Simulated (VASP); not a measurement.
# Gd (P6_3/mmc) in VASP: a series of runs

The runs below take Gd through relaxation of shape and atoms at fixed volume, single point, with PBE+U.

All numbers are computed with VASP 6.6.1; they aren't measurements. Logs are shortened: lines on timing, memory, paths and dates and some standing lists are left out, and cuts for length are marked.

**1. The cell of the first run**

It takes space group P6_3/mmc (No. 194, hexagonal). The conventional cell has a = 3.604 Å, b = 3.604 Å, c = 5.769 Å, α = 90.00°, β = 90.00°, γ = 120.00°. Within 4.7 Å of Gd (site symmetry -6m2) lie 12 Gd at 3.56 to 3.60 Å.

**2. Relaxation of shape and atoms at fixed volume, PBE+U, collinear spin, ferromagnetic start (32.44 Å³/atom)**

The input, INCAR:

```
ALGO = Normal ; EDIFF = 1E-7
EDIFFG = -0.01 ; ENCUT = 600
GGA = PE ; GGA_COMPAT = F
IBRION = 2 ; ISIF = 4
ISMEAR = 0 ; ISPIN = 2
KPAR = 4 ; LASPH = T
LCHARG = F ; LDAU = T
LDAUJ = 0 ; LDAUL = 3
LDAUPRINT = 1 ; LDAUTYPE = 2
LDAUU = 6 ; LMAXMIX = 6
LORBIT = 11 ; LREAL = F
LWAVE = F ; MAGMOM = 8.24 8.24
NELM = 200 ; NELMIN = 4
NSW = 60 ; PREC = Accurate
SIGMA = 0.05
```

The input, KPOINTS:

```
k-points
0
Gamma
  14 14 8
```

The input, POSCAR:

```
Gd
1.0
    3.6039997661      0.0000000000      0.0000000000
   -1.8019998831      3.1211553527      0.0000000000
    0.0000000000      0.0000000000      5.7685700808
Gd
2
Direct
    0.3333333333      0.6666666667      0.2500000000
    0.6666666667      0.3333333333      0.7500000000
```

Potentials or basis: VASP PAW PBE potentials, release 64 (Gd).

The run is started by

```
> cat potpaw_PBE.64/Gd/POTCAR > POTCAR
> mpirun -np 4 vasp_std > vasp.out
```

OUTCAR:

```text
EDIFF = 1E-7
   EDIFFG = -0.01
   ENCUT = 600
   GGA = PE
   IBRION = 2
   ISIF = 4
   ISMEAR = 0
   ISPIN = 2
   LASPH = T
   LORBIT = 11
   LREAL = F
   NELM = 200
   NELMIN = 4
   NSW = 60
   PREC = Accurate

 ion  position               nearest neighbor table
   1  0.333  0.667  0.250-   2 3.56   2 3.56   2 3.56   2 3.56   2 3.56   2 3.56
   2  0.667  0.333  0.750-   1 3.56   1 3.56   1 3.56   1 3.56   1 3.56   1 3.56

  LATTYP: Found a hexagonal cell.
 ALAT       =     3.6039997661
 C/A-ratio  =     1.6006022351

  Lattice vectors:

 A1 = (   3.6039997661,   0.0000000000,   0.0000000000)
 A2 = (  -1.8019998831,   3.1211553527,   0.0000000000)
 A3 = (   0.0000000000,   0.0000000000,   5.7685700808)

Analysis of symmetry for initial positions (statically):
=====================================================================
 Subroutine PRICEL returns:
 Original cell was already a primitive cell.

 Routine SETGRP: Setting up the symmetry group for a
 hexagonal supercell.

 Subroutine GETGRP returns: Found 24 space group operations
 (whereof 12 operations were pure point group operations)
 out of a pool of 24 trial point group operations.

The static configuration has the point symmetry D_3d.
 The point group associated with its full space group is D_6h.

Analysis of symmetry for dynamics (positions and initial velocities):
=====================================================================
 Subroutine PRICEL returns:
 Original cell was already a primitive cell.

 Routine SETGRP: Setting up the symmetry group for a
 hexagonal supercell.

 Subroutine GETGRP returns: Found 24 space group operations
 (whereof 12 operations were pure point group operations)
 out of a pool of 24 trial point group operations.

The dynamic configuration has the point symmetry D_3d.
 The point group associated with its full space group is D_6h.

Analysis of structural, dynamic, and magnetic symmetry:
=====================================================================
 Subroutine PRICEL returns:
 Original cell was already a primitive cell.

 Routine SETGRP: Setting up the symmetry group for a
 hexagonal supercell.

 Subroutine GETGRP returns: Found 24 space group operations
 (whereof 12 operations were pure point group operations)
 out of a pool of 24 trial point group operations.

The overall configuration has the point symmetry D_3d.
 The point group associated with its full space group is D_6h.

 Subroutine INISYM returns: Found 24 space group operations
 (whereof 12 operations are pure point group operations),
[... 177 lines left out ...]
  o =  0.9900  v =  0.0000 -0.0537  0.0000  0.0000 -0.0000 -0.9986  0.0000  0.0000  0.0000  0.0000  0.0000  0.0000  0.0000  0.0000      0.0000  0.0000  0.0000  0.0000  0.0000  0.0000  0.0000  0.0000  0.0000  0.0000  0.0000  0.0000  0.0000  0.0000
  o =  0.9906  v = -0.0000 -0.0000  0.0000 -1.0000 -0.0000 -0.0000  0.0000  0.0000  0.0000  0.0000  0.0000  0.0000  0.0000  0.0000      0.0000  0.0000  0.0000  0.0000  0.0000  0.0000  0.0000  0.0000  0.0000  0.0000  0.0000  0.0000  0.0000  0.0000
  o =  0.9907  v =  1.0000 -0.0000  0.0000 -0.0000  0.0000  0.0000 -0.0000  0.0000  0.0000  0.0000  0.0000  0.0000  0.0000  0.0000      0.0000  0.0000  0.0000  0.0000  0.0000  0.0000  0.0000  0.0000  0.0000  0.0000  0.0000  0.0000  0.0000  0.0000

atom =   2  type =  1  l = 3

 onsite density matrix

spin component  1

  0.9907 -0.0000  0.0000 -0.0000  0.0000 -0.0000 -0.0000
 -0.0000  0.9900 -0.0000  0.0000 -0.0000  0.0000 -0.0000
  0.0000 -0.0000  0.9896  0.0000 -0.0000  0.0000 -0.0000
 -0.0000  0.0000  0.0000  0.9906  0.0000  0.0000  0.0000
  0.0000 -0.0000 -0.0000  0.0000  0.9896 -0.0000  0.0000
 -0.0000  0.0000  0.0000  0.0000 -0.0000  0.9900 -0.0000
 -0.0000 -0.0000 -0.0000  0.0000  0.0000 -0.0000  0.9895

spin component  2

  0.0007  0.0000  0.0000  0.0000  0.0000  0.0000 -0.0000
  0.0000  0.0010  0.0000  0.0000  0.0000 -0.0000  0.0000
  0.0000  0.0000  0.0006  0.0000 -0.0000 -0.0000 -0.0000
  0.0000  0.0000  0.0000  0.0004 -0.0000  0.0000  0.0000
  0.0000  0.0000 -0.0000 -0.0000  0.0006  0.0000  0.0000
  0.0000 -0.0000 -0.0000  0.0000  0.0000  0.0010 -0.0000
 -0.0000  0.0000 -0.0000  0.0000  0.0000 -0.0000  0.0005

 occupancies and eigenvectors

  o =  0.0004  v =  0.0000  0.0000  0.0000  0.0000  0.0000  0.0000  0.0000  0.0000  0.0000 -0.0000 -1.0000  0.0000  0.0000  0.0000      0.0000  0.0000  0.0000  0.0000  0.0000  0.0000  0.0000  0.0000  0.0000  0.0000  0.0000  0.0000  0.0000  0.0000
  o =  0.0005  v =  0.0000  0.0000  0.0000  0.0000  0.0000  0.0000  0.0000  0.0000  0.0000  0.0000  0.0000 -0.0000  0.0000  1.0000      0.0000  0.0000  0.0000  0.0000  0.0000  0.0000  0.0000  0.0000  0.0000  0.0000  0.0000  0.0000  0.0000  0.0000
  o =  0.0006  v =  0.0000  0.0000  0.0000  0.0000  0.0000  0.0000  0.0000  0.0000  0.0000 -0.5682  0.0000 -0.8229  0.0000  0.0000      0.0000  0.0000  0.0000  0.0000  0.0000  0.0000  0.0000  0.0000  0.0000  0.0000  0.0000  0.0000  0.0000  0.0000
  o =  0.0006  v =  0.0000  0.0000  0.0000  0.0000  0.0000  0.0000  0.0000  0.0000  0.0000  0.8229 -0.0000 -0.5682  0.0000 -0.0000      0.0000  0.0000  0.0000  0.0000  0.0000  0.0000  0.0000  0.0000  0.0000  0.0000  0.0000  0.0000  0.0000  0.0000
  o =  0.0007  v =  0.0000  0.0000  0.0000  0.0000  0.0000  0.0000  0.0000  1.0000 -0.0000  0.0000  0.0000  0.0000 -0.0000 -0.0000      0.0000  0.0000  0.0000  0.0000  0.0000  0.0000  0.0000  0.0000  0.0000  0.0000  0.0000  0.0000  0.0000  0.0000
  o =  0.0010  v =  0.0000  0.0000  0.0000  0.0000  0.0000  0.0000  0.0000 -0.0000 -0.0450  0.0000 -0.0000 -0.0000 -0.9990 -0.0000      0.0000  0.0000  0.0000  0.0000  0.0000  0.0000  0.0000  0.0000  0.0000  0.0000  0.0000  0.0000  0.0000  0.0000
  o =  0.0010  v =  0.0000  0.0000  0.0000  0.0000  0.0000  0.0000  0.0000  0.0000  0.9990  0.0000  0.0000  0.0000 -0.0450 -0.0000      0.0000  0.0000  0.0000  0.0000  0.0000  0.0000  0.0000  0.0000  0.0000  0.0000  0.0000  0.0000  0.0000  0.0000
  o =  0.9895  v = -0.0000 -0.0000 -0.0000  0.0000  0.0000  0.0000 -1.0000  0.0000  0.0000  0.0000  0.0000  0.0000  0.0000  0.0000      0.0000  0.0000  0.0000  0.0000  0.0000  0.0000  0.0000  0.0000  0.0000  0.0000  0.0000  0.0000  0.0000  0.0000
  o =  0.9896  v = -0.0000 -0.0000  0.5310 -0.0000  0.8474 -0.0000 -0.0000  0.0000  0.0000  0.0000  0.0000  0.0000  0.0000  0.0000      0.0000  0.0000  0.0000  0.0000  0.0000  0.0000  0.0000  0.0000  0.0000  0.0000  0.0000  0.0000  0.0000  0.0000
  o =  0.9896  v =  0.0000  0.0000  0.8474  0.0000 -0.5310 -0.0000 -0.0000  0.0000  0.0000  0.0000  0.0000  0.0000  0.0000  0.0000      0.0000  0.0000  0.0000  0.0000  0.0000  0.0000  0.0000  0.0000  0.0000  0.0000  0.0000  0.0000  0.0000  0.0000
  o =  0.9900  v = -0.0000 -0.9994 -0.0000  0.0000 -0.0000  0.0338  0.0000  0.0000  0.0000  0.0000  0.0000  0.0000  0.0000  0.0000      0.0000  0.0000  0.0000  0.0000  0.0000  0.0000  0.0000  0.0000  0.0000  0.0000  0.0000  0.0000  0.0000  0.0000
  o =  0.9900  v = -0.0000 -0.0338 -0.0000  0.0000  0.0000 -0.9994  0.0000  0.0000  0.0000  0.0000  0.0000  0.0000  0.0000  0.0000      0.0000  0.0000  0.0000  0.0000  0.0000  0.0000  0.0000  0.0000  0.0000  0.0000  0.0000  0.0000  0.0000  0.0000
  o =  0.9906  v =  0.0000  0.0000 -0.0000  1.0000  0.0000  0.0000  0.0000  0.0000  0.0000  0.0000  0.0000  0.0000  0.0000  0.0000      0.0000  0.0000  0.0000  0.0000  0.0000  0.0000  0.0000  0.0000  0.0000  0.0000  0.0000  0.0000  0.0000  0.0000
  o =  0.9907  v =  1.0000 -0.0000  0.0000 -0.0000  0.0000 -0.0000 -0.0000  0.0000  0.0000  0.0000  0.0000  0.0000  0.0000  0.0000      0.0000  0.0000  0.0000  0.0000  0.0000  0.0000  0.0000  0.0000  0.0000  0.0000  0.0000  0.0000  0.0000  0.0000

 number of electron      36.0000003 magnetization      15.5717434

 Free energy of the ion-electron system (eV)
  ---------------------------------------------------
  ext. energy  EPLUGINS =         0.00000000
  ---------------------------------------------------
  free energy    TOTEN  =       -22.83057027 eV

  energy without entropy =      -22.82823538  energy(sigma->0) =      -22.82940282

 E-fermi :   3.1664     XC(G=0): -10.0639

 val. band max:        3.1652650011   @ k =   0.2143   0.1429   0.0000
 cond. band min:       3.1716597863   @ k =   0.2143   0.0000   0.0000
 fundamental gap:      0.0063947852
 Fermi energy:         3.1663666945

 spin component 1

 k-point     1 :       0.0000    0.0000    0.0000
  band No.  band energies     occupation
      1     -42.3524      1.00000
      2     -42.2796      1.00000
      3     -20.0829      1.00000
      4     -19.4374      1.00000
      5     -19.4374      1.00000
      6     -19.3293      1.00000
[... 1577 lines left out ...]
     29       6.9032      0.00000
     30       9.0373      0.00000

 [... further k-points ...]

------------------------ aborting loop because EDIFF is reached ----------------------------------------

  FORCE on cell =-STRESS in cart. coord.  units (eV):
  Direction    XX          YY          ZZ          XY          YZ          ZX
  --------------------------------------------------------------------------------------
  -------------------------------------------------------------------------------------
  Total        0.7405103      0.7405103      0.7672868     -0.0000000     -0.0000000     -0.0000000
  in kB       18.2840910     18.2840910     18.9452340     -0.0000000     -0.0000000     -0.0000000
  external PRESSURE =      18.5044720 kB  Pullay stress =       0.0000000 kB

 VOLUME and BASIS-vectors are now :
 -----------------------------------------------------------------------------
  energy-cutoff  :      600.00
  volume of cell :       64.89
      direct lattice vectors                 reciprocal lattice vectors
     3.603999766  0.000000000  0.000000000     0.277469496  0.160197088  0.000000000
    -1.801999883  3.121155353  0.000000000     0.000000000  0.320394177  0.000000000
     0.000000000  0.000000000  5.768570081     0.000000000  0.000000000  0.173353186

 POSITION                                       TOTAL-FORCE (eV/Angst)
 -----------------------------------------------------------------------------------
     -0.00000      2.08077      1.44214         0.000000      0.000000      0.000000
      1.80200      1.04039      4.32643        -0.000000     -0.000000      0.000000
 -----------------------------------------------------------------------------------
    total drift:                                0.000000     -0.000000      0.000000

  FREE ENERGIE OF THE ION-ELECTRON SYSTEM (eV)
  ---------------------------------------------------
  free  energy   TOTEN  =       -22.8305702669 eV

  energy  without entropy=      -22.8282353795  energy(sigma->0) =      -22.82940282

 reached required accuracy - stopping structural energy minimisation

 total charge

# of ion       s       p       d       f       tot
--------------------------------------------------
    1        2.076   5.572   0.608   6.929  15.186
    2        2.076   5.572   0.608   6.929  15.186
--------------------------------------------------
tot          4.152  11.144   1.217  13.859  30.372

 magnetization (x)

# of ion       s       p       d       f       tot
--------------------------------------------------
    1        0.004  -0.054   0.244   6.920   7.114
    2        0.004  -0.054   0.244   6.920   7.114
--------------------------------------------------
tot          0.008  -0.107   0.487  13.840  14.228
```

It took 5.8 min on 4 MPI ranks of Intel Xeon Platinum 8259CL at 2.50GHz (Skylake/Cascade Lake), shared host; peak memory 0.55 GiB.

What came out:

```yaml
Free_energy: -22.8306 eV
Pressure_after_relaxing: 1.9 GPa
Net_moment: 15.57 μB per cell
Site_moments: Gd +7.11 μB
Valence_electrons_inside_the_program's_atomic_spheres: Gd 15.19
```

Final structure:
```cif
data_structure
_symmetry_space_group_name_H-M 'P 1'
_symmetry_Int_Tables_number 1
_cell_length_a 3.6040
_cell_length_b 3.6040
_cell_length_c 5.7686
_cell_angle_alpha 90.000
_cell_angle_beta 90.000
_cell_angle_gamma 120.000
_cell_volume 64.89
loop_
_atom_site_label
_atom_site_type_symbol
_atom_site_fract_x
_atom_site_fract_y
_atom_site_fract_z
_atom_site_occupancy
Gd1 Gd 0.33333 0.66667 0.25000 1
Gd2 Gd 0.66667 0.33333 0.75000 1
```

Levels at points of the mesh, in eV from the Fermi level:
Spin up:
```
           k point  band 22  band 23  band 24  band 25  band 26  band 27  band 28  band 29  band 30
(0.00, 0.00, 0.00)    -7.99    -5.24    -2.68     0.93     1.20     1.20     1.31     1.82     1.82
(0.50, 0.00, 0.00)    -8.00    -2.32    -1.93    -1.48    -0.19     0.93     0.96     1.64     5.08
(0.00, 0.00, 0.50)    -7.99    -3.74    -3.74     0.30     0.30     1.12     1.12     1.12     1.12
(0.50, 0.00, 0.50)    -8.02    -2.34    -2.34    -0.66    -0.66     1.38     1.38     2.46     2.46
```
Spin down:
```tsv
k point	band 7	band 8	band 9	band 10	band 11	band 12	band 13	band 14
(0.00, 0.00, 0.00)	-20.05	-20.05	-4.28	-1.54	1.80	2.23	2.23	2.31
(0.50, 0.00, 0.00)	-20.28	-20.15	-1.13	-1.02	-0.68	0.93	1.95	1.99
(0.00, 0.00, 0.50)	-20.12	-20.12	-2.71	-2.71	1.33	1.33	2.23	2.23
(0.50, 0.00, 0.50)	-20.26	-20.26	-1.46	-1.46	0.50	0.50	2.17	2.17
```

Eigenvalues of the final occupation matrices:
| site | spin | trace | eigenvalues |
| --- | --- | --- | --- |
| site 1 f | 1 | 6.93 | 0.99 0.99 0.99 0.99 0.99 0.99 0.99 |
| site 1 f | 2 | 0.00 | 0.00 0.00 0.00 0.00 0.00 0.00 0.00 |
| site 2 f | 1 | 6.93 | 0.99 0.99 0.99 0.99 0.99 0.99 0.99 |
| site 2 f | 2 | 0.00 | 0.00 0.00 0.00 0.00 0.00 0.00 0.00 |

Caveat: the relaxation stopped at its first step, so nothing moved; spin-orbit coupling is left out, which moves the levels of the heavy elements. The state reached can hang on the start; a lower one may exist.

**3. Single point, PBE+U, collinear spin, ferromagnetic start (33.12 Å³/atom)**

This run uses another cell than the first one, of 33.12 Å³/atom.

The input, INCAR:

```
SYSTEM = Gd
PREC = Accurate
ENCUT = 600
EDIFF = 1E-6
ISMEAR = 0
SIGMA = 0.05
LREAL = .False.
LASPH = .True.
NELM = 200
ALGO = Normal
ISIF = 2
LWAVE = .False.
LCHARG = .True.
ISPIN = 2
MAGMOM = 8.24 8.24
LORBIT = 11
LMAXMIX = 6
LDAU = .True.
LDAUTYPE = 2
LDAUL = 3
LDAUU = 6
LDAUJ = 0
LDAUPRINT = 1
GGA = PE
LELF = .True.
LVHAR = .True.
NBANDS = 29
GGA_COMPAT = .False.
```

The input, KPOINTS:

```
regular mesh
0
Gamma
  14 14 8
  0 0 0
```

The input, POSCAR:

```
Gd
1.0
    3.6288557224      0.0000000000      0.0000000000
   -1.8144278612      3.1426812422      0.0000000000
    0.0000000000      0.0000000000      5.8083545799
Gd
2
Direct
    0.3333333333      0.6666666667      0.2500000000
    0.6666666667      0.3333333333      0.7500000000
```

Potentials or basis: VASP PAW PBE potentials, release 64 (Gd).

The run is started by

```
> cat potpaw_PBE.64/Gd/POTCAR > POTCAR
> mpirun -np 1 vasp_std > vasp.out
```

Run time: 5.8 min. Hardware: 1 thread of Intel Xeon 6975P-C (Granite Rapids), shared host; peak memory 0.55 GiB.

Results (log left out):

```yaml
Free_energy: -22.8431 eV
Pressure: 0.9 GPa
Net_moment: 15.59 μB per cell
Site_moments: Gd +7.11 μB
Valence_electrons_inside_the_program's_atomic_spheres: Gd 15.18
```

Levels at points of the mesh, in eV from the Fermi level:
Spin up:
```tsv
k point	band 23	band 24	band 25	band 26	band 27	band 28	band 29
(0.00, 0.00, 0.00)	-5.21	-2.65	0.85	1.18	1.18	1.29	1.79
(0.50, 0.00, 0.00)	-2.31	-1.88	-1.44	-0.24	0.90	0.95	1.60
(0.00, 0.00, 0.50)	-3.74	-3.74	0.29	0.29	1.11	1.11	1.11
(0.50, 0.00, 0.50)	-2.30	-2.30	-0.64	-0.64	1.31	1.31	2.41
```
Spin down:
| k point | band 7 | band 8 | band 9 | band 10 | band 11 | band 12 | band 13 | band 14 |
| --- | --- | --- | --- | --- | --- | --- | --- | --- |
| (0.00, 0.00, 0.00) | -20.11 | -20.11 | -4.26 | -1.51 | 1.72 | 2.22 | 2.22 | 2.29 |
| (0.50, 0.00, 0.00) | -20.33 | -20.21 | -1.12 | -0.98 | -0.65 | 0.88 | 1.91 | 1.97 |
| (0.00, 0.00, 0.50) | -20.17 | -20.17 | -2.72 | -2.72 | 1.33 | 1.33 | 2.21 | 2.21 |
| (0.50, 0.00, 0.50) | -20.31 | -20.31 | -1.43 | -1.43 | 0.52 | 0.52 | 2.11 | 2.11 |

Eigenvalues of the final occupation matrices:
```csv
site,spin,trace,eigenvalues
site 1 f,1,6.93,0.99 0.99 0.99 0.99 0.99 0.99 0.99
site 1 f,2,0.00,0.00 0.00 0.00 0.00 0.00 0.00 0.00
site 2 f,1,6.93,0.99 0.99 0.99 0.99 0.99 0.99 0.99
site 2 f,2,0.00,0.00 0.00 0.00 0.00 0.00 0.00 0.00
```

Caveat: spin-orbit coupling is left out, which moves the levels of the heavy elements. The state reached can hang on the start; a lower one may exist.
